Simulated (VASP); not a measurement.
# Au (Fm-3m) in VASP: notebook

Runs on Au. Level: LDA. Tasks: single point, relaxation of volume and atoms at fixed shape.

Program: VASP 6.6.1. These are calculated values, not measurements. Logs are shortened: lines on timing, memory, paths and dates and some standing lists are left out, and cuts for length are marked.

### Step 1. The cell of the first run

The structure is cubic, space group Fm-3m (No. 225). Conventional cell: a = 4.050 Å, b = 4.050 Å, c = 4.050 Å, α = 90.00°, β = 90.00°, γ = 90.00°. Au (site symmetry m-3m) has 12 Au at 2.86 Å within 3.8 Å.

### Step 2. Single point, LDA

INCAR

```
ALGO = Normal
EDIFF = 1E-6
ENCUT = 500
GGA_COMPAT = False
ISIF = 2
ISMEAR = -1
LASPH = True
LCHARG = False
LREAL = False
LWAVE = False
NBANDS = 12
NELM = 120
PREC = Accurate
SIGMA = 0.1
```

KPOINTS

```
k-points
0
Gamma
  10 10 10
```

POSCAR

```
Au
1.0
    0.0000000000      2.0251633275      2.0251633275
    2.0251633275      0.0000000000      2.0251633275
    2.0251633275      2.0251633275      0.0000000000
Au
1
Direct
    0.0000000000      0.0000000000      0.0000000000
```

Potentials or basis: VASP PAW LDA potentials, release 64 (Au).

Launch:

```console
$ cat potpaw_LDA.64/Au/POTCAR > POTCAR
$ mpirun -np 1 vasp_std > vasp.out
```

OUTCAR:

```text
EDIFF = 1E-6
   ENCUT = 500
   ISIF = 2
   ISMEAR = -1
   LASPH = True
   LREAL = False
   NELM = 120
   PREC = Accurate

 ion  position               nearest neighbor table
   1  0.000  0.000  0.000-

  LATTYP: Found a face centered cubic cell.
 ALAT       =     4.0503266550

  Lattice vectors:

 A1 = (   0.0000000000,   2.0251633275,   2.0251633275)
 A2 = (   2.0251633275,   0.0000000000,   2.0251633275)
 A3 = (   2.0251633275,   2.0251633275,   0.0000000000)

Analysis of symmetry for initial positions (statically):
=====================================================================
 Subroutine PRICEL returns:
 Original cell was already a primitive cell.

 Routine SETGRP: Setting up the symmetry group for a
 face centered cubic supercell.

 Subroutine GETGRP returns: Found 48 space group operations
 (whereof 48 operations were pure point group operations)
 out of a pool of 48 trial point group operations.

The static configuration has the point symmetry O_h .

Analysis of symmetry for dynamics (positions and initial velocities):
=====================================================================
 Subroutine PRICEL returns:
 Original cell was already a primitive cell.

 Routine SETGRP: Setting up the symmetry group for a
 face centered cubic supercell.

 Subroutine GETGRP returns: Found 48 space group operations
 (whereof 48 operations were pure point group operations)
 out of a pool of 48 trial point group operations.

The dynamic configuration has the point symmetry O_h .

 Subroutine INISYM returns: Found 48 space group operations
 (whereof 48 operations are pure point group operations),
 and found     1 'primitive' translations

----------------------------------------------------------------------------------------

                                     Primitive cell

  volume of cell :      16.6116

  direct lattice vectors                    reciprocal lattice vectors
     0.000000000  2.025163328  2.025163328    -0.246893667  0.246893667  0.246893667
     2.025163328  0.000000000  2.025163328     0.246893667 -0.246893667  0.246893667
     2.025163328  2.025163328  0.000000000     0.246893667  0.246893667 -0.246893667

  length of vectors
     2.864013444  2.864013444  2.864013444     0.427632375  0.427632375  0.427632375

  position of ions in fractional coordinates (direct lattice)
     0.000000000  0.000000000  0.000000000

  ion indices of the primitive-cell ions
   primitive index   ion index
                 1           1

----------------------------------------------------------------------------------------

 KPOINTS: k-points

Automatic generation of k-mesh.
 Grid dimensions read from file:
 generate k-points for:   10   10   10

 Generating k-lattice:

  Cartesian coordinates                     Fractional coordinates (reciprocal lattice)
    -0.024689367  0.024689367  0.024689367     0.100000000  0.000000000  0.000000000
     0.024689367 -0.024689367  0.024689367     0.000000000  0.100000000  0.000000000
     0.024689367  0.024689367 -0.024689367     0.000000000  0.000000000  0.100000000

  Length of vectors
     0.042763238  0.042763238  0.042763238

  Shift w.r.t. Gamma in fractional coordinates (k-lattice)
     0.000000000  0.000000000  0.000000000

 Subroutine IBZKPT returns following result:
 ===========================================

 Found     47 irreducible k-points:

 Following reciprocal coordinates:
            Coordinates               Weight
  0.000000  0.000000  0.000000      1.000000
  0.100000  0.000000  0.000000      8.000000
  0.200000  0.000000  0.000000      8.000000
  0.300000  0.000000  0.000000      8.000000
  0.400000  0.000000  0.000000      8.000000
  0.500000  0.000000  0.000000      4.000000
[... 16 lines left out ...]
  0.300000  0.300000  0.000000      6.000000
  0.400000  0.300000  0.000000     24.000000
 [... further k-points ...]
   k-points           NKPTS =     47   k-points in BZ     NKDIM =     47   number of bands    NBANDS=     12
   number of dos      NEDOS =    301   number of ions     NIONS =      1
   total plane-waves  NPLWV =  13824
   dimension x,y,z NGX =    24 NGY =   24 NGZ =   24
   dimension x,y,z NGXF=    48 NGYF=   48 NGZF=   48
   ions per type =               1
   NGX,Y,Z   is equivalent  to a cutoff of  13.93, 13.93, 13.93 a.u.
   NGXF,Y,Z  is equivalent  to a cutoff of  27.86, 27.86, 27.86 a.u.
 SYSTEM =  unknown system
   PREC   = accura    normal or accurate (medium, high low for compatibility)
   ISTART =      0    job   : 0-new  1-cont  2-samecut
   ICHARG =      2    charge: 1-file 2-atom 10-const
   ISPIN  =      1    spin polarized calculation?
   LNONCOLLINEAR =      F non collinear calculations
   LSORBIT =      F    spin-orbit coupling
   LASPH  =      T    aspherical Exc in radial PAW
   ENCUT  =  500.0 eV  36.75 Ry    6.06 a.u.   5.22  5.22  5.22*2*pi/ulx,y,z
   NELM   =    120;   NELMIN=  2; NELMDL= -5     # of ELM steps
   EDIFF  = 0.1E-05   stopping-criterion for ELM
   LREAL  =      F    real-space projection
   EDIFFG = 0.1E-04   stopping-criterion for IOM
   NSW    =      0    number of steps for IOM
   IBRION =     -1    ionic relax: 0-MD 1-quasi-New 2-CG
   NFREE  =      0    steps in history (QN), initial steepest desc. (CG)
   ISIF   =      2    stress and relaxation
   ISYM   =      2    0-nonsym 1-usesym 2-fastsym
   POTIM  = 0.5000    time-step for ionic-motion
   TEBEG  =    0.0;   TEEND  =   0.0 temperature during run
   PSTRESS=    0.0 pullay stress
   NELECT =      11.0000    total number of electrons
   NUPDOWN=      -1.0000    fix difference up-down
   EMIN   =  10.00;   EMAX   =-10.00  energy-range for DOS
   EFERMI =   0.00;   METHOD = LEGACY
   ISMEAR =    -1;   SIGMA  =   0.10  broadening in eV -4-tet -1-fermi 0-gaus
   EFERMI_NEDOS =   21; number of points for ismear=-14 and -15
   IALGO  =     38    algorithm
   IMIX   =      4    mixing-type and parameters
     AMIX     =   0.40;   BMIX     =  1.00
     AMIX_MAG =   1.60;   BMIX_MAG =  1.00
  volume/ion in A,a.u.               =      16.61       112.10
  Fermi-wavevector in a.u.,A,eV,Ry     =   1.426929  2.696505 27.703178  2.036126
  Thomas-Fermi vector in A             =   2.547153
   LORBIT       =      0    0 simple, 1 ext, 2 COOP (PROOUT), +10 PAW based schemes
   GGA     = CA    functional components
   LHFCALC =     F    Hartree Fock is set to
   AEXX    =    0.0000 exact exchange contribution
   IVDW    =     0    specifies the selected vdW correction
   LEPSILON=     F    determine dielectric tensor
   LRPA    =     F    only Hartree local field effects (RPA)
 non-spin polarized calculation
  energy-cutoff  :      500.00
  volume of cell :       16.61
 maximum number of plane-waves:       444
 NGX is ok and might be reduce to    24
   NGX = 11   NGY = 11   NGZ = 11

 number of electron      10.9999999 magnetization

 Free energy of the ion-electron system (eV)
  ---------------------------------------------------
  ext. energy  EPLUGINS =         0.00000000
  ---------------------------------------------------
  free energy    TOTEN  =        -4.43078709 eV

  energy without entropy =       -4.41292918  energy(sigma->0) =       -4.42185814

 E-fermi :   9.6997     XC(G=0): -13.1319

 val. band max:        9.5679601018   @ k =   0.5000   0.2000   0.1000
 cond. band min:       9.7311561165   @ k =   0.5000   0.1000   0.0000
 fundamental gap:      0.1631960147
 Fermi energy:         9.6996743613

 k-point     1 :       0.0000    0.0000    0.0000
  band No.  band energies     occupation
      1      -0.4644      2.00000
      2       4.8718      2.00000
      3       4.8718      2.00000
      4       4.8718      2.00000
      5       6.4819      2.00000
      6       6.4819      2.00000
      7      24.1702      0.00000
      8      28.2747      0.00000
      9      28.2747      0.00000
     10      28.2747      0.00000
     11      33.3873      0.00000
     12      38.2534      0.00000

 k-point     2 :       0.1000    0.0000    0.0000
  band No.  band energies     occupation
      1      -0.1115      2.00000
      2       4.7595      2.00000
      3       4.9899      2.00000
      4       4.9899      2.00000
      5       6.4325      2.00000
      6       6.4325      2.00000
      7      24.5730      0.00000
      8      26.4243      0.00000
      9      28.7108      0.00000
     10      28.7108      0.00000
     11      34.0700      0.00000
     12      36.3878      0.00000

 k-point     3 :       0.2000    0.0000    0.0000
  band No.  band energies     occupation
      1       0.8301      2.00000
      2       4.6149      2.00000
      3       5.1712      2.00000
      4       5.1712      2.00000
      5       6.4737      2.00000
      6       6.4737      2.00000
      7      22.9171      0.00000
      8      25.4220      0.00000
      9      29.7152      0.00000
     10      29.7152      0.00000
     11      31.7310      0.00000
     12      33.7161      0.00000
[... 286 lines left out ...]
 k-point    23 :       0.3000    0.3000    0.0000
  band No.  band energies     occupation
      1       2.5053      2.00000
      2       3.3711      2.00000
      3       5.9728      2.00000
      4       6.6581      2.00000
      5       6.6581      2.00000
      6       7.2550      2.00000
      7      23.1619      0.00000
      8      23.1619      0.00000
      9      23.8888      0.00000
     10      26.3633      0.00000
     11      28.0860      0.00000
     12      36.8748      0.00000

 k-point    24 :       0.4000    0.3000    0.0000
  band No.  band energies     occupation
      1       2.7702      2.00000
      2       3.2307      2.00000
      3       6.0065      2.00000
      4       6.7786      2.00000
      5       7.6674      2.00000
      6       8.2491      2.00000
      7      19.6123      0.00000
      8      22.0311      0.00000
      9      22.1373      0.00000
     10      27.3153      0.00000
     11      29.5214      0.00000
     12      36.9748      0.00000

 [... further k-points ...]
[... 5 lines left out ...]
  --------------------------------------------------------------------------------------
  -------------------------------------------------------------------------------------
  Total        0.0541552      0.0541552      0.0541552      0.0000000      0.0000000     -0.0000000
  in kB        5.2232499      5.2232499      5.2232499      0.0000000      0.0000000     -0.0000000
  external PRESSURE =       5.2232499 kB  Pullay stress =       0.0000000 kB

 VOLUME and BASIS-vectors are now :
 -----------------------------------------------------------------------------
  energy-cutoff  :      500.00
  volume of cell :       16.61
      direct lattice vectors                 reciprocal lattice vectors
     0.000000000  2.025163328  2.025163328    -0.246893667  0.246893667  0.246893667
     2.025163328  0.000000000  2.025163328     0.246893667 -0.246893667  0.246893667
     2.025163328  2.025163328  0.000000000     0.246893667  0.246893667 -0.246893667

 POSITION                                       TOTAL-FORCE (eV/Angst)
 -----------------------------------------------------------------------------------
      0.00000      0.00000      0.00000         0.000000      0.000000      0.000000
 -----------------------------------------------------------------------------------
    total drift:                               -0.000000      0.000000      0.000000

  FREE ENERGIE OF THE ION-ELECTRON SYSTEM (eV)
  ---------------------------------------------------
  free  energy   TOTEN  =        -4.4307870938 eV

  energy  without entropy=       -4.4129291844  energy(sigma->0) =       -4.42185814
```

Wall time 13 s (1 thread of Intel Xeon 8259CL, shared host); peak memory 0.13 GiB.

What came out:

```yaml
Free_energy: -4.4308 eV
Pressure: 0.5 GPa
```

Levels at points of the mesh, in eV from the Fermi level:
```tsv
k point	band 2	band 3	band 4	band 5	band 6	band 7	band 8	band 9	band 10	band 11
(0.00, 0.00, 0.00)	-4.83	-4.83	-4.83	-3.22	-3.22	14.47	18.58	18.58	18.58	23.69
(0.50, 0.00, 0.00)	-4.86	-4.86	-1.96	-1.96	-1.10	3.21	13.93	17.23	17.23	25.34
(0.50, 0.50, 0.00)	-6.99	-2.00	-1.62	-1.62	0.91	5.98	10.02	10.02	17.56	20.24
```

Caveat: spin-orbit coupling is left out, which moves the levels of the heavy elements.

### Step 3. Relaxation of volume and atoms at fixed shape, LDA

This run uses another cell than the first one, of 16.85 Å³/atom, 1.015 times its volume.

INCAR

```
SYSTEM = Au
PREC = Accurate
ENCUT = 500
EDIFF = 1E-7
ISMEAR = -1
SIGMA = 0.1
LREAL = .FALSE.
LASPH = .TRUE.
NELM = 120
ALGO = Normal
ISIF = 8
LWAVE = .FALSE.
LCHARG = .FALSE.
IBRION = 2
NSW = 50
EDIFFG = -0.03
GGA_COMPAT = .FALSE.
NELMIN = 4
```

KPOINTS

```
Automatic mesh
0
G
  10 10 10
  0 0 0
```

POSCAR

```
Au
1.0
    0.0000000000      2.0350000000      2.0350000000
    2.0350000000      0.0000000000      2.0350000000
    2.0350000000      2.0350000000      0.0000000000
Au
1
Direct
    0.0000000000      0.0000000000      0.0000000000
```

Potentials or basis: VASP PAW LDA potentials, release 64 (Au).

Launch:

```console
$ cat potpaw_LDA.64/Au/POTCAR > POTCAR
$ mpirun -np 1 vasp_std > vasp.out
```

Run time: 26 s. Hardware: 1 thread of Intel Xeon 8259CL, shared host; peak memory 0.14 GiB.

It converged, with:

```
Free energy                            : -4.4310 eV
Relaxed volume                         : 16.66 Å³/atom
Relaxed cell                           : a = 2.867 Å, b = 2.867 Å, c = 2.867 Å, α = 60.00°, β = 60.00°, γ = 60.00°
Space group after relaxing (to 0.05 Å) : Fm-3m (No. 225)
Energy gained by relaxing              : 1.4 meV/atom
Ionic steps                            : 3
Pressure after relaxing                : 0.0 GPa
```

Step by step:
| step | energy change (eV) | largest force (eV/Å) | pressure (GPa) | volume (Å³) |
| --- | --- | --- | --- | --- |
| 1 | 0.0000 | 0.0000 | -2.18 | 16.85 |
| 2 | 0.0033 | 0.0000 | 4.34 | 16.30 |
| 3 | -0.0014 | 0.0000 | -0.02 | 16.66 |

Final structure:
```
Au
1.0
     0.00000    2.02699    2.02699
     2.02699    0.00000    2.02699
     2.02699    2.02699    0.00000
Au
1
Direct
  0.00000 0.00000 0.00000
```

Levels at points of the mesh, in eV from the Fermi level:
| k point | band 2 | band 3 | band 4 | band 5 | band 6 | band 7 | band 8 | band 9 |
| --- | --- | --- | --- | --- | --- | --- | --- | --- |
| (0.00, 0.00, 0.00) | -4.81 | -4.81 | -4.81 | -3.21 | -3.21 | 14.48 | 18.56 | 18.56 |
| (0.50, 0.00, 0.00) | -4.85 | -4.85 | -1.95 | -1.95 | -1.09 | 3.20 | 13.94 | 17.21 |
| (0.50, 0.50, 0.00) | -6.96 | -1.99 | -1.62 | -1.62 | 0.92 | 5.96 | 10.01 | 10.01 |

Caveat: spin-orbit coupling is left out, which moves the levels of the heavy elements.
